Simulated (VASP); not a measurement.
A run of VASP 6.6.1 is set up as follows.

The input INCAR:

```
PREC     = Accurate       # precision mode
ENCUT    = 520            # plane-wave cutoff, eV
EDIFF    = 1E-6           # SCF threshold, eV
ISMEAR   = 0              # smearing method
SIGMA    = 0.1            # smearing width, eV
LREAL    = F              # projectors in reciprocal space
LASPH    = T              # aspherical terms in the spheres
NELM     = 100            # most SCF steps
ALGO     = Fast           # electronic algorithm
ISIF     = 2              # what is computed and relaxed
LWAVE    = F              # write WAVECAR
LCHARG   = T              # write CHGCAR
GGA      = PE             # functional
LELF     = T              # ELF
LVHAR    = T            
NBANDS   = 21             # bands
```

The input KPOINTS:

```
regular mesh
0
Gamma
  24 24 12
```

POSCAR

```
Ru
1.0
    2.7743966737      0.0000000000      0.0000000000
   -1.3871983369      2.4026979996      0.0000000000
    0.0000000000      0.0000000000      4.2465407764
Ru
2
Direct
    0.3333333333      0.6666666667      0.2500000000
    0.6666666667      0.3333333333      0.7500000000
```

Potentials or basis: VASP PAW PBE potentials, release 64 (Ru_pv).

The run is started by

```bash
$ cat potpaw_PBE.64/Ru_pv/POTCAR > POTCAR
$ mpirun -np 1 vasp_std > vasp.out
```

Question: Predict the band gap on the k mesh.

Answer: Zero (bands 14 and 15 overlap by 2.98 eV).

Question: Estimate the pressure.

Answer: -7.5 GPa.

Stress tensor (GPa, compression positive):
```
-11.26   0.00   0.00
  0.00 -11.26   0.00
  0.00   0.00  -0.11
```

Caveat: the cell differs from its parent crystal (biaxial strain in the a-b plane: +2.0 %, then relaxed in part); the stress differs along the axes, from -11 to -0 GPa.
